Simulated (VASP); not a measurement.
# Se (Im-3m) in VASP: a series of runs

The runs below take Se through single point, with PBE.

All numbers are computed with VASP 6.6.1; they aren't measurements. Logs are shortened: lines on timing, memory, paths and dates and some standing lists are left out, and cuts for length are marked.

## 1. The cell of the first run

The structure is cubic, space group Im-3m (No. 229). The conventional cell has a = 2.551 Å, b = 2.551 Å, c = 2.551 Å, α = 90.00°, β = 90.00°, γ = 90.00°. Within 2.9 Å of Se (site symmetry m-3m) lie 14 Se at 2.21 to 2.55 Å.

## 2. Single point, PBE (volume scaled by 0.407, to set the pressure)

Input file INCAR:

```
PREC     = Accurate       # precision mode
ENCUT    = 520            # plane-wave cutoff, eV
EDIFF    = 1E-6           # SCF threshold, eV
ISMEAR   = -1             # smearing method
SIGMA    = 0.1            # smearing width, eV
LREAL    = F              # projectors in reciprocal space
LASPH    = T              # aspherical terms in the spheres
NELM     = 60             # most SCF steps
ALGO     = Normal         # electronic algorithm
ISIF     = 2              # what is computed and relaxed
LWAVE    = F              # write WAVECAR
LCHARG   = T              # write CHGCAR
GGA      = PE             # functional
LELF     = T              # ELF
LVHAR    = T            
NBANDS   = 9              # bands
```

Input file KPOINTS:

```
Automatic mesh
0
Gamma
  21 21 21
```

Input file POSCAR:

```
Se
1.0
   -1.2757416906      1.2757416906      1.2757416906
    1.2757416906     -1.2757416906      1.2757416906
    1.2757416906      1.2757416906     -1.2757416906
Se
1
Direct
    0.0000000000      0.0000000000      0.0000000000
```

Potentials or basis: VASP PAW PBE potentials, release 64 (Se).

The run is started by

```bash
cat potpaw_PBE.64/Se/POTCAR > POTCAR
mpirun -np 1 vasp_std > vasp.out
```

OUTCAR:

```text
PREC = Accurate
   ENCUT = 520
   EDIFF = 1E-6
   ISMEAR = -1
   LREAL = F
   LASPH = T
   NELM = 60
   ISIF = 2
   GGA = PE

 ion  position               nearest neighbor table
   1  0.000  0.000  0.000-

  LATTYP: Found a body centered cubic cell.
 ALAT       =     2.5514833812

  Lattice vectors:

 A1 = (  -1.2757416906,   1.2757416906,   1.2757416906)
 A2 = (   1.2757416906,  -1.2757416906,   1.2757416906)
 A3 = (   1.2757416906,   1.2757416906,  -1.2757416906)

Analysis of symmetry for initial positions (statically):
=====================================================================
 Subroutine PRICEL returns:
 Original cell was already a primitive cell.

 Routine SETGRP: Setting up the symmetry group for a
 body centered cubic supercell.

 Subroutine GETGRP returns: Found 48 space group operations
 (whereof 48 operations were pure point group operations)
 out of a pool of 48 trial point group operations.

The static configuration has the point symmetry O_h .

Analysis of symmetry for dynamics (positions and initial velocities):
=====================================================================
 Subroutine PRICEL returns:
 Original cell was already a primitive cell.

 Routine SETGRP: Setting up the symmetry group for a
 body centered cubic supercell.

 Subroutine GETGRP returns: Found 48 space group operations
 (whereof 48 operations were pure point group operations)
 out of a pool of 48 trial point group operations.

The dynamic configuration has the point symmetry O_h .

 Subroutine INISYM returns: Found 48 space group operations
 (whereof 48 operations are pure point group operations),
 and found     1 'primitive' translations

----------------------------------------------------------------------------------------

                                     Primitive cell

  volume of cell :       8.3052

  direct lattice vectors                    reciprocal lattice vectors
    -1.275741691  1.275741691  1.275741691     0.000000000  0.391928871  0.391928871
     1.275741691 -1.275741691  1.275741691     0.391928871  0.000000000  0.391928871
     1.275741691  1.275741691 -1.275741691     0.391928871  0.391928871  0.000000000

  length of vectors
     2.209649425  2.209649425  2.209649425     0.554271124  0.554271124  0.554271124

  position of ions in fractional coordinates (direct lattice)
     0.000000000  0.000000000  0.000000000

  ion indices of the primitive-cell ions
   primitive index   ion index
                 1           1

----------------------------------------------------------------------------------------

 KPOINTS: Automatic mesh

Automatic generation of k-mesh.
 Grid dimensions read from file:
 generate k-points for:   21   21   21

 Generating k-lattice:

  Cartesian coordinates                     Fractional coordinates (reciprocal lattice)
     0.000000000  0.018663280  0.018663280     0.047619048  0.000000000  0.000000000
     0.018663280  0.000000000  0.018663280     0.000000000  0.047619048  0.000000000
     0.018663280  0.018663280  0.000000000     0.000000000  0.000000000  0.047619048

  Length of vectors
     0.026393863  0.026393863  0.026393863

  Shift w.r.t. Gamma in fractional coordinates (k-lattice)
     0.000000000  0.000000000  0.000000000

 Subroutine IBZKPT returns following result:
 ===========================================

 Found    286 irreducible k-points:

 Following reciprocal coordinates:
            Coordinates               Weight
  0.000000  0.000000  0.000000      1.000000
  0.047619  0.000000  0.000000     12.000000
  0.095238  0.000000  0.000000     12.000000
  0.142857  0.000000  0.000000     12.000000
  0.190476  0.000000  0.000000     12.000000
  0.238095  0.000000  0.000000     12.000000
[... 16 lines left out ...]
  0.142857  0.095238  0.000000     48.000000
  0.190476  0.095238  0.000000     48.000000
 [... further k-points ...]
   k-points           NKPTS =    286   k-points in BZ     NKDIM =    286   number of bands    NBANDS=      9
   number of dos      NEDOS =    301   number of ions     NIONS =      1
   total plane-waves  NPLWV =   4096
   dimension x,y,z NGX =    16 NGY =   16 NGZ =   16
   dimension x,y,z NGXF=    32 NGYF=   32 NGZF=   32
   ions per type =               1
   NGX,Y,Z   is equivalent  to a cutoff of  12.04, 12.04, 12.04 a.u.
   NGXF,Y,Z  is equivalent  to a cutoff of  24.08, 24.08, 24.08 a.u.
 SYSTEM =  unknown system
   PREC   = accura    normal or accurate (medium, high low for compatibility)
   ISTART =      0    job   : 0-new  1-cont  2-samecut
   ICHARG =      2    charge: 1-file 2-atom 10-const
   ISPIN  =      1    spin polarized calculation?
   LNONCOLLINEAR =      F non collinear calculations
   LSORBIT =      F    spin-orbit coupling
   LASPH  =      T    aspherical Exc in radial PAW
   ENCUT  =  520.0 eV  38.22 Ry    6.18 a.u.   4.11  4.11  4.11*2*pi/ulx,y,z
   NELM   =     60;   NELMIN=  2; NELMDL= -5     # of ELM steps
   EDIFF  = 0.1E-05   stopping-criterion for ELM
   LREAL  =      F    real-space projection
   EDIFFG = 0.1E-04   stopping-criterion for IOM
   NSW    =      0    number of steps for IOM
   IBRION =     -1    ionic relax: 0-MD 1-quasi-New 2-CG
   NFREE  =      0    steps in history (QN), initial steepest desc. (CG)
   ISIF   =      2    stress and relaxation
   ISYM   =      2    0-nonsym 1-usesym 2-fastsym
   POTIM  = 0.5000    time-step for ionic-motion
   TEBEG  =    0.0;   TEEND  =   0.0 temperature during run
   PSTRESS=    0.0 pullay stress
   NELECT =       6.0000    total number of electrons
   NUPDOWN=      -1.0000    fix difference up-down
   EMIN   =  10.00;   EMAX   =-10.00  energy-range for DOS
   EFERMI =   0.00;   METHOD = LEGACY
   ISMEAR =    -1;   SIGMA  =   0.10  broadening in eV -4-tet -1-fermi 0-gaus
   EFERMI_NEDOS =   21; number of points for ismear=-14 and -15
   IALGO  =     38    algorithm
   IMIX   =      4    mixing-type and parameters
     AMIX     =   0.40;   BMIX     =  1.00
     AMIX_MAG =   1.60;   BMIX_MAG =  1.00
  volume/ion in A,a.u.               =       8.31        56.05
  Fermi-wavevector in a.u.,A,eV,Ry     =   1.468957  2.775927 29.359135  2.157836
  Thomas-Fermi vector in A             =   2.584393
   LORBIT       =      0    0 simple, 1 ext, 2 COOP (PROOUT), +10 PAW based schemes
   GGA     = PE    functional components
   LHFCALC =     F    Hartree Fock is set to
   AEXX    =    0.0000 exact exchange contribution
   IVDW    =     0    specifies the selected vdW correction
   LEPSILON=     F    determine dielectric tensor
   LRPA    =     F    only Hartree local field effects (RPA)
 non-spin polarized calculation
  energy-cutoff  :      520.00
  volume of cell :        8.31
 maximum number of plane-waves:       236
   NGX =  9   NGY =  9   NGZ =  9

 number of electron       5.9999998 magnetization

 Free energy of the ion-electron system (eV)
  ---------------------------------------------------
  ext. energy  EPLUGINS =         0.00000000
  ---------------------------------------------------
  free energy    TOTEN  =         5.01924568 eV

  energy without entropy =        5.02985911  energy(sigma->0) =        5.02455239

 E-fermi :  21.9236     XC(G=0): -15.0849

 val. band max:       21.8768887269   @ k =  -0.3810   0.3810   0.3333
 cond. band min:      21.9240030888   @ k =  -0.1905   0.2857   0.0476
 fundamental gap:      0.0471143618
 Fermi energy:        21.9235583715

 k-point     1 :       0.0000    0.0000    0.0000
  band No.  band energies     occupation
      1      -7.6840      2.00000
      2      33.4373      0.00000
      3      33.4373      0.00000
      4      33.4373      0.00000
      5      37.2018      0.00000
      6      37.2018      0.00000
      7      37.2018      0.00000
      8      40.3743      0.00000
      9      40.3743      0.00000

 k-point     2 :       0.0476    0.0000    0.0000
  band No.  band energies     occupation
      1      -7.5773      2.00000
      2      32.0896      0.00000
      3      32.5410      0.00000
      4      33.2098      0.00000
      5      36.3675      0.00000
      6      37.0595      0.00000
      7      38.2506      0.00000
      8      39.3009      0.00000
      9      39.5065      0.00000

 k-point     3 :       0.0952    0.0000    0.0000
  band No.  band energies     occupation
      1      -7.2570      2.00000
      2      29.2217      0.00000
      3      30.9450      0.00000
      4      32.5540      0.00000
      5      34.9590      0.00000
      6      36.1407      0.00000
      7      38.9575      0.00000
      8      39.7073      0.00000
      9      40.3054      0.00000

 k-point     4 :       0.1429    0.0000    0.0000
  band No.  band energies     occupation
      1      -6.7227      2.00000
      2      25.9320      0.00000
      3      29.3316      0.00000
      4      31.6020      0.00000
      5      33.5902      0.00000
      6      35.1282      0.00000
      7      38.9794      0.00000
      8      40.5647      0.00000
      9      42.6878      0.00000

 k-point     5 :       0.1905    0.0000    0.0000
  band No.  band energies     occupation
      1      -5.9738      2.00000
      2      22.5880      0.00260
      3      27.8412      0.00000
      4      30.5433      0.00000
      5      32.3653      0.00000
      6      34.2221      0.00000
      7      39.4435      0.00000
      8      41.5137      0.00000
      9      45.2651      0.00000

 k-point     6 :       0.2381    0.0000    0.0000
  band No.  band energies     occupation
      1      -5.0100      2.00000
      2      19.3152      2.00000
      3      26.5193      0.00000
      4      29.5175      0.00000
      5      31.3084      0.00000
      6      33.4378      0.00000
      7      40.2373      0.00000
      8      42.5332      0.00000
      9      48.0008      0.00000
[... 169 lines left out ...]
 k-point    21 :       0.4762    0.0476    0.0000
  band No.  band energies     occupation
      1       4.0959      2.00000
      2       4.3137      2.00000
      3      22.3072      0.04223
      4      25.4949      0.00000
      5      29.8892      0.00000
      6      32.2895      0.00000
      7      47.2403      0.00000
      8      47.5160      0.00000
      9      51.4548      0.00000

 k-point    22 :       0.0952    0.0952    0.0000
  band No.  band energies     occupation
      1      -6.4018      2.00000
      2      25.6693      0.00000
      3      26.6385      0.00000
      4      29.8793      0.00000
      5      35.0649      0.00000
      6      35.8061      0.00000
      7      38.6863      0.00000
      8      41.0752      0.00000
      9      43.7888      0.00000

 k-point    23 :       0.1429    0.0952    0.0000
  band No.  band energies     occupation
      1      -5.6527      2.00000
      2      22.7539      0.00050
      3      24.8703      0.00000
      4      28.6499      0.00000
      5      34.4517      0.00000
      6      35.7367      0.00000
      7      38.8636      0.00000
      8      42.4622      0.00000
      9      45.1868      0.00000

 k-point    24 :       0.1905    0.0952    0.0000
  band No.  band energies     occupation
      1      -4.6885      2.00000
      2      19.5623      2.00000
      3      23.5767      0.00000
      4      27.5377      0.00000
      5      33.5859      0.00000
      6      35.8081      0.00000
      7      38.9121      0.00000
      8      44.3846      0.00000
      9      46.7970      0.00000

 [... further k-points ...]
[... 5 lines left out ...]
  --------------------------------------------------------------------------------------
  -------------------------------------------------------------------------------------
  Total       24.2690985     24.2690985     24.2690985     -0.0000000      0.0000000      0.0000000
  in kB     4681.8337837   4681.8337837   4681.8337837     -0.0000000      0.0000000      0.0000000
  external PRESSURE =    4681.8337837 kB  Pullay stress =       0.0000000 kB

 VOLUME and BASIS-vectors are now :
 -----------------------------------------------------------------------------
  energy-cutoff  :      520.00
  volume of cell :        8.31
      direct lattice vectors                 reciprocal lattice vectors
    -1.275741691  1.275741691  1.275741691     0.000000000  0.391928871  0.391928871
     1.275741691 -1.275741691  1.275741691     0.391928871  0.000000000  0.391928871
     1.275741691  1.275741691 -1.275741691     0.391928871  0.391928871  0.000000000

 POSITION                                       TOTAL-FORCE (eV/Angst)
 -----------------------------------------------------------------------------------
      0.00000      0.00000      0.00000        -0.000000      0.000000      0.000000
 -----------------------------------------------------------------------------------
    total drift:                               -0.000000      0.000000      0.000000

  FREE ENERGIE OF THE ION-ELECTRON SYSTEM (eV)
  ---------------------------------------------------
  free  energy   TOTEN  =         5.0192456763 eV

  energy  without entropy=        5.0298591078  energy(sigma->0) =        5.02455239
```

It took 5 s on 1 thread of Intel Xeon 6975P-C (Granite Rapids), shared host; peak memory 0.13 GiB.

Results:

```
Free energy            : 5.0192 eV
Pressure               : 468.2 GPa
Band gap on the k mesh : zero (band 3 reaches 33.44 eV, above the bottom of band 4 at 11.00 eV)
```

Caveat: the cell differs from its parent crystal (volume scaled by 0.407, to set the pressure).

(Part 1 of 2 ends here.)
